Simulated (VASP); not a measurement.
# Co (P6/mmm) in VASP: a series of runs

The runs below take Co through single point, with r2SCAN.

All numbers are computed with VASP 6.6.1; they aren't measurements. Logs are shortened: lines on timing, memory, paths and dates and some standing lists are left out, and cuts for length are marked.

### Step 1. The cell of the first run

It takes space group P6/mmm (No. 191, hexagonal). Conventional cell: a = 3.831 Å, b = 3.831 Å, c = 2.344 Å, α = 90.00°, β = 90.00°, γ = 120.00°. Co (site symmetry 6/mmm) has 14 Co at 2.34 to 2.50 Å within 3.1 Å. Within 2.9 Å of Co (site symmetry -6m2) lie 11 Co at 2.21 to 2.50 Å.

This isn't the form of Co at room conditions, which is hcp.

### Step 2. Single point, r2SCAN, collinear spin, ferromagnetic start (9.93 Å³/atom)

Contents of POSCAR:

```
Co
1.0
    3.8310126718      0.0000000000      0.0000000000
   -1.9155063359      3.3177542960      0.0000000000
    0.0000000000      0.0000000000      2.3438433238
Co
3
Direct
    0.0000000000      0.0000000000      0.0000000000
    0.3333333333      0.6666666667      0.5000000000
    0.6666666667      0.3333333333      0.5000000000
```

Contents of INCAR.step1:

```
PREC = Accurate ; ENCUT = 520
ISMEAR = -1 ; SIGMA = 0.05
LREAL = F ; LASPH = T
NELM = 150 ; ISPIN = 2
MAGMOM = 1.847 1.93 1.93 ; LMAXMIX = 4
NBANDS = 24 ; GGA = PE
ALGO = Normal ; EDIFF = 1E-4
LWAVE = T ; LCHARG = F
```

Contents of INCAR.step2:

```
PREC = Accurate ; ENCUT = 520
EDIFF = 1E-6 ; ISMEAR = -1
SIGMA = 0.05 ; LREAL = F
LASPH = T ; NELM = 150
ALGO = Normal ; ISIF = 2
LWAVE = F ; LCHARG = F
ISPIN = 2 ; MAGMOM = 1.847 1.93 1.93
LORBIT = 11 ; LMAXMIX = 4
METAGGA = R2SCAN ; LMIXTAU = T
NBANDS = 24 ; ISTART = 1
```

Contents of KPOINTS:

```
Automatic mesh
0
Gamma
  10 10 15
```

Potentials or basis: VASP PAW PBE potentials, release 64 (Co).

On the command line:

```sh
> cat potpaw_PBE.64/Co/POTCAR > POTCAR
> cp INCAR.step1 INCAR
> mpirun -np 1 vasp_std > vasp.out
> cp INCAR.step2 INCAR
> mpirun -np 1 vasp_std > vasp.out
```

OUTCAR:

```text
PREC = Accurate
   ENCUT = 520
   EDIFF = 1E-6
   ISMEAR = -1
   LREAL = F
   LASPH = T
   NELM = 150
   ISIF = 2
   ISPIN = 2
   LORBIT = 11
   METAGGA = R2SCAN
   ISTART = 1

 ion  position               nearest neighbor table
   1  0.000  0.000  0.000-   2 2.50   3 2.50   2 2.50   3 2.50   3 2.50   3 2.50   2 2.50   2 2.50
                             3 2.50   3 2.50   2 2.50   2 2.50
   2  0.333  0.667  0.500-   3 2.21   3 2.21   3 2.21   1 2.50   1 2.50   1 2.50   1 2.50   1 2.50
                             1 2.50
   3  0.667  0.333  0.500-   2 2.21   2 2.21   2 2.21   1 2.50   1 2.50   1 2.50   1 2.50   1 2.50
                             1 2.50

  LATTYP: Found a hexagonal cell.
 ALAT       =     3.8310126718
 C/A-ratio  =     0.6118077711

  Lattice vectors:

 A1 = (   3.8310126718,   0.0000000000,   0.0000000000)
 A2 = (  -1.9155063359,   3.3177542960,   0.0000000000)
 A3 = (   0.0000000000,   0.0000000000,   2.3438433238)

Analysis of symmetry for initial positions (statically):
=====================================================================
 Subroutine PRICEL returns:
 Original cell was already a primitive cell.

 Routine SETGRP: Setting up the symmetry group for a
 hexagonal supercell.

 Subroutine GETGRP returns: Found 24 space group operations
 (whereof 24 operations were pure point group operations)
 out of a pool of 24 trial point group operations.

The static configuration has the point symmetry D_6h.

Analysis of symmetry for dynamics (positions and initial velocities):
=====================================================================
 Subroutine PRICEL returns:
 Original cell was already a primitive cell.

 Routine SETGRP: Setting up the symmetry group for a
 hexagonal supercell.

 Subroutine GETGRP returns: Found 24 space group operations
 (whereof 24 operations were pure point group operations)
 out of a pool of 24 trial point group operations.

The dynamic configuration has the point symmetry D_6h.

Analysis of structural, dynamic, and magnetic symmetry:
=====================================================================
 Subroutine PRICEL returns:
 Original cell was already a primitive cell.

 Routine SETGRP: Setting up the symmetry group for a
 hexagonal supercell.

 Subroutine GETGRP returns: Found 24 space group operations
 (whereof 24 operations were pure point group operations)
 out of a pool of 24 trial point group operations.

The overall configuration has the point symmetry D_6h.

 Subroutine INISYM returns: Found 24 space group operations
 (whereof 24 operations are pure point group operations),
 and found     1 'primitive' translations

----------------------------------------------------------------------------------------

                                     Primitive cell

  volume of cell :      29.7911

  direct lattice vectors                    reciprocal lattice vectors
     3.831012672  0.000000000  0.000000000     0.261027589  0.150704349  0.000000000
    -1.915506336  3.317754296  0.000000000     0.000000000  0.301408697  0.000000000
     0.000000000  0.000000000  2.343843324     0.000000000  0.000000000  0.426649678

  length of vectors
     3.831012672  3.831012672  2.343843324     0.301408697  0.301408697  0.426649678

  position of ions in fractional coordinates (direct lattice)
     0.000000000  0.000000000  0.000000000
     0.333333333  0.666666667  0.500000000
     0.666666667  0.333333333  0.500000000

  ion indices of the primitive-cell ions
   primitive index   ion index
                 1           1
                 2           2
                 3           3

----------------------------------------------------------------------------------------

 KPOINTS: Automatic mesh

Automatic generation of k-mesh.
 Grid dimensions read from file:
 generate k-points for:   10   10   15

 Generating k-lattice:

  Cartesian coordinates                     Fractional coordinates (reciprocal lattice)
     0.026102759  0.015070435  0.000000000     0.100000000 -0.000000000  0.000000000
     0.000000000  0.030140870  0.000000000     0.000000000  0.100000000  0.000000000
     0.000000000  0.000000000  0.028443312     0.000000000  0.000000000  0.066666667

  Length of vectors
     0.030140870  0.030140870  0.028443312

  Shift w.r.t. Gamma in fractional coordinates (k-lattice)
     0.000000000  0.000000000  0.000000000

 Subroutine IBZKPT returns following result:
 ===========================================

 Found    112 irreducible k-points:

 Following reciprocal coordinates:
            Coordinates               Weight
  0.000000  0.000000  0.000000      1.000000
  0.100000 -0.000000  0.000000      6.000000
  0.200000 -0.000000  0.000000      6.000000
  0.300000 -0.000000  0.000000      6.000000
  0.400000 -0.000000  0.000000      6.000000
  0.500000  0.000000  0.000000      3.000000
[... 16 lines left out ...]
  0.300000  0.100000  0.066667     24.000000
  0.400000  0.100000  0.066667     24.000000
 [... further k-points ...]
   k-points           NKPTS =    112   k-points in BZ     NKDIM =    112   number of bands    NBANDS=     24
   number of dos      NEDOS =    301   number of ions     NIONS =      3
   total plane-waves  NPLWV =  14112
   dimension x,y,z NGX =    28 NGY =   28 NGZ =   18
   dimension x,y,z NGXF=    56 NGYF=   56 NGZF=   36
   ions per type =               3
   NGX,Y,Z   is equivalent  to a cutoff of  12.15, 12.15, 12.77 a.u.
   NGXF,Y,Z  is equivalent  to a cutoff of  24.30, 24.30, 25.53 a.u.
 SYSTEM =  unknown system
   PREC   = accura    normal or accurate (medium, high low for compatibility)
   ISTART =      1    job   : 0-new  1-cont  2-samecut
   ICHARG =      0    charge: 1-file 2-atom 10-const
   ISPIN  =      2    spin polarized calculation?
   LNONCOLLINEAR =      F non collinear calculations
   LSORBIT =      F    spin-orbit coupling
   LASPH  =      T    aspherical Exc in radial PAW
   ENCUT  =  520.0 eV  38.22 Ry    6.18 a.u.   7.12  7.12  4.36*2*pi/ulx,y,z
   NELM   =    150;   NELMIN=  2; NELMDL=  0     # of ELM steps
   EDIFF  = 0.1E-05   stopping-criterion for ELM
   LREAL  =      F    real-space projection
   EDIFFG = 0.1E-04   stopping-criterion for IOM
   NSW    =      0    number of steps for IOM
   IBRION =     -1    ionic relax: 0-MD 1-quasi-New 2-CG
   NFREE  =      0    steps in history (QN), initial steepest desc. (CG)
   ISIF   =      2    stress and relaxation
   ISYM   =      2    0-nonsym 1-usesym 2-fastsym
   POTIM  = 0.5000    time-step for ionic-motion
   TEBEG  =    0.0;   TEEND  =   0.0 temperature during run
   PSTRESS=    0.0 pullay stress
   NELECT =      27.0000    total number of electrons
   NUPDOWN=      -1.0000    fix difference up-down
   EMIN   =  10.00;   EMAX   =-10.00  energy-range for DOS
   EFERMI =   0.00;   METHOD = LEGACY
   ISMEAR =    -1;   SIGMA  =   0.05  broadening in eV -4-tet -1-fermi 0-gaus
   EFERMI_NEDOS =   21; number of points for ismear=-14 and -15
   IALGO  =     38    algorithm
   IMIX   =      4    mixing-type and parameters
     AMIX     =   0.40;   BMIX     =  1.00
     AMIX_MAG =   1.60;   BMIX_MAG =  1.00
  volume/ion in A,a.u.               =       9.93        67.01
  Fermi-wavevector in a.u.,A,eV,Ry     =   1.584287  2.993869 34.150167  2.509966
  Thomas-Fermi vector in A             =   2.683928
   LORBIT       =     11    0 simple, 1 ext, 2 COOP (PROOUT), +10 PAW based schemes
   METAGGA = R2SCAN    functional components
   LHFCALC =     F    Hartree Fock is set to
   AEXX    =    0.0000 exact exchange contribution
   IVDW    =     0    specifies the selected vdW correction
   LEPSILON=     F    determine dielectric tensor
   LRPA    =     F    only Hartree local field effects (RPA)
 spin polarized calculation
  energy-cutoff  :      520.00
  volume of cell :       29.79
 maximum number of plane-waves:       818
   NGX = 15   NGY = 15   NGZ =  9

 number of electron      27.0000005 magnetization       5.1186013

 Free energy of the ion-electron system (eV)
  ---------------------------------------------------
  ext. energy  EPLUGINS =         0.00000000
  ---------------------------------------------------
  free energy    TOTEN  =       -39.27130319 eV

  energy without entropy =      -39.25794285  energy(sigma->0) =      -39.26462302

 E-fermi :  11.7234     XC(G=0): -15.2651

 val. band max:       11.7206470137   @ k =   0.3000   0.1000   0.4000
 cond. band min:      11.7241618364   @ k =   0.1000  -0.0000   0.2667
 fundamental gap:      0.0035148226
 Fermi energy:        11.7233911596

 spin component 1

 k-point     1 :       0.0000    0.0000    0.0000
  band No.  band energies     occupation
      1       1.7379      1.00000
      2       5.8905      1.00000
      3       7.3665      1.00000
      4       7.3666      1.00000
      5       7.3941      1.00000
      6       7.3942      1.00000
[... 16 lines left out ...]
     23      29.6343      0.00000
     24      36.8731      0.00000

 k-point     2 :       0.1000   -0.0000    0.0000
  band No.  band energies     occupation
      1       1.8937      1.00000
      2       5.9238      1.00000
      3       6.9278      1.00000
      4       7.1029      1.00000
      5       7.4229      1.00000
      6       7.7297      1.00000
[... 16 lines left out ...]
     23      29.8683      0.00000
     24      36.8998      0.00000

 k-point     3 :       0.2000   -0.0000    0.0000
  band No.  band energies     occupation
      1       2.3501      1.00000
      2       5.9578      1.00000
      3       6.4937      1.00000
      4       6.9674      1.00000
      5       7.1542      1.00000
      6       7.7458      1.00000
[... 16 lines left out ...]
     23      30.5509      0.00000
     24      36.0199      0.00000
[... 514 lines left out ...]
 k-point    23 :       0.3000    0.1000    0.0667
  band No.  band energies     occupation
      1       3.7194      1.00000
      2       5.6557      1.00000
      3       6.1418      1.00000
      4       6.7789      1.00000
      5       7.1778      1.00000
      6       7.6194      1.00000
[... 16 lines left out ...]
     23      31.0285      0.00000
     24      31.5991      0.00000

 k-point    24 :       0.4000    0.1000    0.0667
  band No.  band energies     occupation
      1       4.6235      1.00000
      2       5.3857      1.00000
      3       5.6612      1.00000
      4       7.0424      1.00000
      5       7.1185      1.00000
      6       7.3613      1.00000
[... 16 lines left out ...]
     23      31.9694      0.00000
     24      32.3726      0.00000

 [... further k-points ...]

 spin component 2

 k-point     1 :       0.0000    0.0000    0.0000
  band No.  band energies     occupation
      1       1.2339      1.00000
      2       7.3749      1.00000
      3       8.8018      1.00000
      4       8.8018      1.00000
      5       8.8381      1.00000
      6       8.8381      1.00000
[... 16 lines left out ...]
     23      30.1062      0.00000
     24      37.5546      0.00000

 k-point     2 :       0.1000   -0.0000    0.0000
  band No.  band energies     occupation
      1       1.3931      1.00000
      2       7.3821      1.00000
      3       8.3935      1.00000
      4       8.6507      1.00000
      5       8.7645      1.00000
      6       9.1475      1.00000
[... 16 lines left out ...]
     23      30.3610      0.00000
     24      37.5769      0.00000

 k-point     3 :       0.2000   -0.0000    0.0000
  band No.  band energies     occupation
      1       1.8624      1.00000
      2       7.2833      1.00000
      3       7.8829      1.00000
      4       8.3934      1.00000
      5       8.6319      1.00000
      6       9.5083      1.00000
[... 16 lines left out ...]
     23      31.0983      0.00000
     24      36.1169      0.00000
[... 514 lines left out ...]
 k-point    23 :       0.3000    0.1000    0.0667
  band No.  band energies     occupation
      1       3.3116      1.00000
      2       6.5182      1.00000
      3       6.9704      1.00000
      4       8.4972      1.00000
      5       8.9281      1.00000
      6       9.3892      1.00000
[... 16 lines left out ...]
     23      31.7058      0.00000
     24      31.9947      0.00000

 k-point    24 :       0.4000    0.1000    0.0667
  band No.  band energies     occupation
      1       4.3607      1.00000
      2       5.4959      1.00000
      3       6.7026      1.00000
      4       8.7884      1.00000
      5       9.0275      1.00000
      6       9.1816      1.00000
[... 16 lines left out ...]
     23      32.4624      0.00000
     24      32.8444      0.00000

 [... further k-points ...]
[... 5 lines left out ...]
  --------------------------------------------------------------------------------------
  -------------------------------------------------------------------------------------
  Total        4.1483478      4.1483478      4.1196023      0.0000000     -0.0000000      0.0000000
  in kB      223.0998883    223.0998883    221.5539453      0.0000000     -0.0000000      0.0000000
  external PRESSURE =     222.5845740 kB  Pullay stress =       0.0000000 kB

 VOLUME and BASIS-vectors are now :
 -----------------------------------------------------------------------------
  energy-cutoff  :      520.00
  volume of cell :       29.79
      direct lattice vectors                 reciprocal lattice vectors
     3.831012672  0.000000000  0.000000000     0.261027589  0.150704349  0.000000000
    -1.915506336  3.317754296  0.000000000     0.000000000  0.301408697  0.000000000
     0.000000000  0.000000000  2.343843324     0.000000000  0.000000000  0.426649678

 POSITION                                       TOTAL-FORCE (eV/Angst)
 -----------------------------------------------------------------------------------
      0.00000      0.00000      0.00000        -0.000000      0.000000      0.000000
     -0.00000      2.21184      1.17192         0.000000      0.000000      0.000000
      1.91551      1.10592      1.17192        -0.000000      0.000000      0.000000
 -----------------------------------------------------------------------------------
    total drift:                                0.000000      0.000000     -0.000000

  FREE ENERGIE OF THE ION-ELECTRON SYSTEM (eV)
  ---------------------------------------------------
  free  energy   TOTEN  =       -39.2713031852 eV

  energy  without entropy=      -39.2579428488  energy(sigma->0) =      -39.26462302

 total charge

# of ion       s       p       d       tot
------------------------------------------
    1        0.530   0.621   7.300   8.451
    2        0.563   0.651   7.322   8.536
    3        0.563   0.651   7.322   8.536
--------------------------------------------------
tot          1.657   1.923  21.943  25.523

 magnetization (x)

# of ion       s       p       d       tot
------------------------------------------
    1       -0.007  -0.082   1.764   1.676
    2       -0.007  -0.073   1.859   1.779
    3       -0.007  -0.073   1.859   1.779
--------------------------------------------------
tot         -0.020  -0.228   5.481   5.233
```

Run time: 5.4 min. Hardware: 1 thread of AMD EPYC 9R45 (Zen 5), shared host; peak memory 0.21 GiB.

What came out:

| Property | Result |
| --- | --- |
| Free energy | -39.2713 eV |
| Pressure | 22.3 GPa |
| Net moment | 5.12 μB per cell |
| Site moments | Co +1.68, +1.78 (each value once) μB |
| Valence electrons inside the program's atomic spheres | Co 8.45, 8.54 (each value once) |

Stress tensor (GPa, compression positive):
```
22.31  0.00  0.00
 0.00 22.31  0.00
 0.00  0.00 22.16
```

Levels at points of the mesh, in eV from the Fermi level:
Spin up:
```tsv
k point	band 12	band 13	band 14	band 15	band 16	band 17	band 18	band 19	band 20	band 21
(0.00, 0.00, 0.00)	-2.93	-2.60	-2.60	-1.28	-1.28	6.85	6.85	6.85	6.85	10.12
(0.50, 0.00, 0.00)	-1.85	-1.66	-1.65	-1.49	-1.26	-1.11	0.05	7.50	17.10	17.24
```
Spin down:
```
           k point  band 7  band 8  band 9  band 10  band 11  band 12  band 13  band 14  band 15  band 16
(0.00, 0.00, 0.00)   -2.42   -1.49   -0.77    -0.77     0.05     0.05     0.13     0.13     1.79     1.79
(0.50, 0.00, 0.00)   -1.78   -1.54   -0.72    -0.42     0.16     0.26     0.81     1.19     1.28     1.33
```

Caveat: the cell stands under pressure; the PAW data sets were made with another functional, which shifts forces and pressure a little.

(Continued in part 2 of 3.)
